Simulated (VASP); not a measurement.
# Ta2Br (Fd-3m) in VASP: a series of runs

The runs below take Ta2Br through single point, relaxation of cell and atoms, with PBE.

Program: VASP 6.6.1. These are calculated values, not measurements. Logs are shortened: lines on timing, memory, paths and dates and some standing lists are left out, and cuts for length are marked.

### 1 The cell of the first run

The structure is cubic, space group Fd-3m (No. 227). Conventional cell: a = 7.982 Å, b = 7.982 Å, c = 7.982 Å, α = 90.00°, β = 90.00°, γ = 90.00°. Within 3.7 Å of Ta (site symmetry -3m) lie 6 Ta at 2.82 Å and 6 Br at 3.31 Å. Within 4.4 Å of Br (site symmetry -43m) lie 12 Ta at 3.31 Å and 4 Br at 3.46 Å.

### 2 Single point, PBE

Contents of INCAR:

```
SYSTEM = Ta2Br
ALGO = Normal
EDIFF = 1E-7
ENCUT = 520
GGA = PE
ISIF = 2
ISMEAR = 0
LASPH = .True.
LCHARG = .False.
LREAL = .False.
LWAVE = .False.
NBANDS = 38
NELM = 100
PREC = Accurate
SIGMA = 0.1
```

Contents of KPOINTS:

```
k-points
0
Gamma
  4 4 4
  0 0 0
```

Contents of POSCAR:

```
Ta2Br
1.0
    0.0000000000      3.9907766203      3.9907766203
    3.9907766203      0.0000000000      3.9907766203
    3.9907766203      3.9907766203      0.0000000000
Ta Br
4 2
Direct
    0.6250000000      0.6250000000      0.6250000000
    0.1250000000      0.6250000000      0.6250000000
    0.6250000000      0.6250000000      0.1250000000
    0.6250000000      0.1250000000      0.6250000000
    0.0000000000      0.0000000000      0.0000000000
    0.2500000000      0.2500000000      0.2500000000
```

Potentials or basis: VASP PAW PBE potentials, release 64 (Ta_pv, Br).

The run is started by

```sh
$ cat potpaw_PBE.64/Ta_pv/POTCAR potpaw_PBE.64/Br/POTCAR > POTCAR
$ mpirun -np 1 vasp_std > vasp.out
```

OUTCAR:

```text
SYSTEM = Ta2Br
   EDIFF = 1E-7
   ENCUT = 520
   GGA = PE
   ISIF = 2
   ISMEAR = 0
   LASPH = .True.
   LREAL = .False.
   NELM = 100
   PREC = Accurate

 ion  position               nearest neighbor table
   1  0.625  0.625  0.625-   2 2.82   3 2.82   4 2.82   3 2.82   4 2.82   2 2.82
   2  0.125  0.625  0.625-   1 2.82   3 2.82   4 2.82   1 2.82   3 2.82   4 2.82
   3  0.625  0.625  0.125-   1 2.82   1 2.82   2 2.82   4 2.82   4 2.82   2 2.82
   4  0.625  0.125  0.625-   1 2.82   3 2.82   1 2.82   2 2.82   3 2.82   2 2.82
   5  0.000  0.000  0.000-
   6  0.250  0.250  0.250-

  LATTYP: Found a face centered cubic cell.
 ALAT       =     7.9815532406

  Lattice vectors:

 A1 = (   0.0000000000,   3.9907766203,   3.9907766203)
 A2 = (   3.9907766203,   0.0000000000,   3.9907766203)
 A3 = (   3.9907766203,   3.9907766203,   0.0000000000)

Analysis of symmetry for initial positions (statically):
=====================================================================
 Subroutine PRICEL returns:
 Original cell was already a primitive cell.

 Routine SETGRP: Setting up the symmetry group for a
 face centered cubic supercell.

 Subroutine GETGRP returns: Found 48 space group operations
 (whereof 24 operations were pure point group operations)
 out of a pool of 48 trial point group operations.

The static configuration has the point symmetry T_d .
 The point group associated with its full space group is O_h .

Analysis of symmetry for dynamics (positions and initial velocities):
=====================================================================
 Subroutine PRICEL returns:
 Original cell was already a primitive cell.

 Routine SETGRP: Setting up the symmetry group for a
 face centered cubic supercell.

 Subroutine GETGRP returns: Found 48 space group operations
 (whereof 24 operations were pure point group operations)
 out of a pool of 48 trial point group operations.

The dynamic configuration has the point symmetry T_d .
 The point group associated with its full space group is O_h .

 Subroutine INISYM returns: Found 48 space group operations
 (whereof 24 operations are pure point group operations),
 and found     1 'primitive' translations

----------------------------------------------------------------------------------------

                                     Primitive cell

  volume of cell :     127.1166

  direct lattice vectors                    reciprocal lattice vectors
     0.000000000  3.990776620  3.990776620    -0.125288897  0.125288897  0.125288897
     3.990776620  0.000000000  3.990776620     0.125288897 -0.125288897  0.125288897
     3.990776620  3.990776620  0.000000000     0.125288897  0.125288897 -0.125288897

  length of vectors
     5.643810421  5.643810421  5.643810421     0.217006735  0.217006735  0.217006735

  position of ions in fractional coordinates (direct lattice)
     0.625000000  0.625000000  0.625000000
     0.125000000  0.625000000  0.625000000
     0.625000000  0.625000000  0.125000000
     0.625000000  0.125000000  0.625000000
     0.000000000  0.000000000  0.000000000
     0.250000000  0.250000000  0.250000000

  ion indices of the primitive-cell ions
   primitive index   ion index
                 1           1
                 2           2
                 3           3
                 4           4
                 5           5
                 6           6

----------------------------------------------------------------------------------------

 KPOINTS: k-points

Automatic generation of k-mesh.
 Grid dimensions read from file:
 generate k-points for:    4    4    4

 Generating k-lattice:

  Cartesian coordinates                     Fractional coordinates (reciprocal lattice)
    -0.031322224  0.031322224  0.031322224     0.250000000  0.000000000  0.000000000
     0.031322224 -0.031322224  0.031322224     0.000000000  0.250000000  0.000000000
     0.031322224  0.031322224 -0.031322224     0.000000000  0.000000000  0.250000000

  Length of vectors
     0.054251684  0.054251684  0.054251684

  Shift w.r.t. Gamma in fractional coordinates (k-lattice)
     0.000000000  0.000000000  0.000000000

 Subroutine IBZKPT returns following result:
 ===========================================

 Found      8 irreducible k-points:

 Following reciprocal coordinates:
            Coordinates               Weight
  0.000000  0.000000  0.000000      1.000000
  0.250000  0.000000  0.000000      8.000000
  0.500000  0.000000  0.000000      4.000000
  0.250000  0.250000  0.000000      6.000000
  0.500000  0.250000  0.000000     24.000000
 -0.250000  0.250000  0.000000     12.000000
  0.500000  0.500000  0.000000      3.000000
 -0.250000  0.500000  0.250000      6.000000
   k-points           NKPTS =      8   k-points in BZ     NKDIM =      8   number of bands    NBANDS=     38
   number of dos      NEDOS =    301   number of ions     NIONS =      6
   total plane-waves  NPLWV =  74088
   dimension x,y,z NGX =    42 NGY =   42 NGZ =   42
   dimension x,y,z NGXF=    84 NGYF=   84 NGZF=   84
   ions per type =               4   2
   NGX,Y,Z   is equivalent  to a cutoff of  12.37, 12.37, 12.37 a.u.
   NGXF,Y,Z  is equivalent  to a cutoff of  24.74, 24.74, 24.74 a.u.
 SYSTEM =  Ta2Br
   PREC   = accura    normal or accurate (medium, high low for compatibility)
   ISTART =      0    job   : 0-new  1-cont  2-samecut
   ICHARG =      2    charge: 1-file 2-atom 10-const
   ISPIN  =      1    spin polarized calculation?
   LNONCOLLINEAR =      F non collinear calculations
   LSORBIT =      F    spin-orbit coupling
   LASPH  =      T    aspherical Exc in radial PAW
   ENCUT  =  520.0 eV  38.22 Ry    6.18 a.u.  10.49 10.49 10.49*2*pi/ulx,y,z
   NELM   =    100;   NELMIN=  2; NELMDL= -5     # of ELM steps
   EDIFF  = 0.1E-06   stopping-criterion for ELM
   LREAL  =      F    real-space projection
   EDIFFG = 0.1E-05   stopping-criterion for IOM
   NSW    =      0    number of steps for IOM
   IBRION =     -1    ionic relax: 0-MD 1-quasi-New 2-CG
   NFREE  =      0    steps in history (QN), initial steepest desc. (CG)
   ISIF   =      2    stress and relaxation
   ISYM   =      2    0-nonsym 1-usesym 2-fastsym
   POTIM  = 0.5000    time-step for ionic-motion
   TEBEG  =    0.0;   TEEND  =   0.0 temperature during run
   PSTRESS=    0.0 pullay stress
   NELECT =      58.0000    total number of electrons
   NUPDOWN=      -1.0000    fix difference up-down
   EMIN   =  10.00;   EMAX   =-10.00  energy-range for DOS
   EFERMI =   0.00;   METHOD = LEGACY
   ISMEAR =     0;   SIGMA  =   0.10  broadening in eV -4-tet -1-fermi 0-gaus
   EFERMI_NEDOS =   21; number of points for ismear=-14 and -15
   IALGO  =     38    algorithm
   IMIX   =      4    mixing-type and parameters
     AMIX     =   0.40;   BMIX     =  1.00
     AMIX_MAG =   1.60;   BMIX_MAG =  1.00
  volume/ion in A,a.u.               =      21.19       142.97
  Fermi-wavevector in a.u.,A,eV,Ry     =   1.260327  2.381674 21.611840  1.588425
  Thomas-Fermi vector in A             =   2.393843
   LORBIT       =      0    0 simple, 1 ext, 2 COOP (PROOUT), +10 PAW based schemes
   GGA     = PE    functional components
   LHFCALC =     F    Hartree Fock is set to
   AEXX    =    0.0000 exact exchange contribution
   IVDW    =     0    specifies the selected vdW correction
   LEPSILON=     F    determine dielectric tensor
   LRPA    =     F    only Hartree local field effects (RPA)
 non-spin polarized calculation
 Gauss-broadening in eV      SIGMA  =   0.10
  energy-cutoff  :      520.00
  volume of cell :      127.12
 maximum number of plane-waves:      3479
 NGX is ok and might be reduce to    42
   NGX = 21   NGY = 21   NGZ = 21

 number of electron      57.9999993 magnetization

 Free energy of the ion-electron system (eV)
  ---------------------------------------------------
  ext. energy  EPLUGINS =         0.00000000
  ---------------------------------------------------
  free energy    TOTEN  =       -43.68943565 eV

  energy without entropy =      -43.65781029  energy(sigma->0) =      -43.67362297

 E-fermi :   5.5829     XC(G=0): -11.2352

 val. band max:        5.5088786851   @ k =  -0.2500   0.5000   0.2500
 cond. band min:       5.5903481468   @ k =   0.2500   0.0000   0.0000
 fundamental gap:      0.0814694617
 Fermi energy:         5.5828822939

 k-point     1 :       0.0000    0.0000    0.0000
  band No.  band energies     occupation
      1     -29.6236      2.00000
      2     -29.3044      2.00000
      3     -29.3044      2.00000
      4     -29.3044      2.00000
      5     -29.1875      2.00000
      6     -29.1875      2.00000
[... 30 lines left out ...]
     37       8.3134      0.00000
     38       8.3970      0.00000

 k-point     2 :       0.2500    0.0000    0.0000
  band No.  band energies     occupation
      1     -29.5181      2.00000
      2     -29.2639      2.00000
      3     -29.2639      2.00000
      4     -29.2523      2.00000
      5     -29.1456      2.00000
      6     -29.1456      2.00000
[... 30 lines left out ...]
     37       8.1953      0.00000
     38       8.4675      0.00000

 k-point     3 :       0.5000    0.0000    0.0000
  band No.  band energies     occupation
      1     -29.4409      2.00000
      2     -29.2440      2.00000
      3     -29.2440      2.00000
      4     -29.0537      2.00000
      5     -29.0008      2.00000
      6     -29.0008      2.00000
[... 30 lines left out ...]
     37       8.0852      0.00000
     38       8.3651      0.00000

 k-point     4 :       0.2500    0.2500    0.0000
  band No.  band energies     occupation
      1     -29.4637      2.00000
      2     -29.2980      2.00000
      3     -29.2120      2.00000
      4     -29.2120      2.00000
      5     -29.1757      2.00000
      6     -29.1187      2.00000
[... 30 lines left out ...]
     37       8.2952      0.00000
     38       8.2960      0.00000

 k-point     5 :       0.5000    0.2500    0.0000
  band No.  band energies     occupation
      1     -29.3471      2.00000
      2     -29.2184      2.00000
      3     -29.1900      2.00000
      4     -29.1669      2.00000
      5     -29.0015      2.00000
      6     -28.9982      2.00000
[... 30 lines left out ...]
     37       7.8365      0.00000
     38       8.0440      0.00000

 k-point     6 :      -0.2500    0.2500    0.0000
  band No.  band energies     occupation
      1     -29.3899      2.00000
      2     -29.2301      2.00000
      3     -29.1993      2.00000
      4     -29.1787      2.00000
      5     -29.1465      2.00000
      6     -28.9796      2.00000
[... 30 lines left out ...]
     37       7.8503      0.00000
     38       7.8608      0.00000

 k-point     7 :       0.5000    0.5000    0.0000
  band No.  band energies     occupation
      1     -29.2949      2.00000
      2     -29.2949      2.00000
      3     -29.0518      2.00000
      4     -29.0518      2.00000
      5     -28.9494      2.00000
      6     -28.9494      2.00000
[... 30 lines left out ...]
     37       7.1229      0.00000
     38       7.1229      0.00000

 k-point     8 :      -0.2500    0.5000    0.2500
  band No.  band energies     occupation
      1     -29.2091      2.00000
      2     -29.2091      2.00000
      3     -29.1878      2.00000
      4     -29.1878      2.00000
      5     -28.9789      2.00000
      6     -28.9789      2.00000
[... 30 lines left out ...]
     37       7.9027      0.00000
     38       7.9027      0.00000

------------------------ aborting loop because EDIFF is reached ----------------------------------------

  FORCE on cell =-STRESS in cart. coord.  units (eV):
  Direction    XX          YY          ZZ          XY          YZ          ZX
  --------------------------------------------------------------------------------------
  -------------------------------------------------------------------------------------
  Total        1.3577058      1.3577058      1.3577058      0.0000000      0.0000000      0.0000000
  in kB       17.1125210     17.1125210     17.1125210      0.0000000      0.0000000      0.0000000
  external PRESSURE =      17.1125210 kB  Pullay stress =       0.0000000 kB

 VOLUME and BASIS-vectors are now :
 -----------------------------------------------------------------------------
  energy-cutoff  :      520.00
  volume of cell :      127.12
      direct lattice vectors                 reciprocal lattice vectors
     0.000000000  3.990776620  3.990776620    -0.125288897  0.125288897  0.125288897
     3.990776620  0.000000000  3.990776620     0.125288897 -0.125288897  0.125288897
     3.990776620  3.990776620  0.000000000     0.125288897  0.125288897 -0.125288897

 POSITION                                       TOTAL-FORCE (eV/Angst)
 -----------------------------------------------------------------------------------
      4.98847      4.98847      4.98847        -0.000000     -0.000000      0.000000
      4.98847      2.99308      2.99308        -0.000000     -0.000000      0.000000
      2.99308      2.99308      4.98847        -0.000000     -0.000000      0.000000
      2.99308      4.98847      2.99308        -0.000000     -0.000000      0.000000
      0.00000      0.00000      0.00000        -0.000000     -0.000000     -0.000000
      1.99539      1.99539      1.99539         0.000000      0.000000      0.000000
 -----------------------------------------------------------------------------------
    total drift:                                0.000000      0.000000      0.000000

  FREE ENERGIE OF THE ION-ELECTRON SYSTEM (eV)
  ---------------------------------------------------
  free  energy   TOTEN  =       -43.6894356529 eV

  energy  without entropy=      -43.6578102908  energy(sigma->0) =      -43.67362297
```

It took 93 s on 1 thread of Oxide Virtual Turin-like, shared host; peak memory 0.22 GiB.

Results:

```
Free energy            : -43.6894 eV
Pressure               : 1.7 GPa
Band gap on the k mesh : zero (band 29 reaches 6.33 eV, above the bottom of band 30 at 5.44 eV)
```

Levels at points of the mesh, in eV from the Fermi level:
| k point | band 26 | band 27 | band 28 | band 29 | band 30 | band 31 |
| --- | --- | --- | --- | --- | --- | --- |
| (0.00, 0.00, 0.00) | -1.71 | -1.71 | 0.74 | 0.74 | 0.74 | 2.54 |
| (0.50, 0.00, 0.00) | -0.76 | -0.44 | -0.44 | -0.15 | -0.15 | 0.31 |
| (0.50, 0.50, 0.00) | -0.78 | -0.43 | -0.43 | 0.01 | 0.01 | 0.08 |

Caveat: spin-orbit coupling is left out, which moves the levels of the heavy elements.

(Continued in part 2 of 2.)
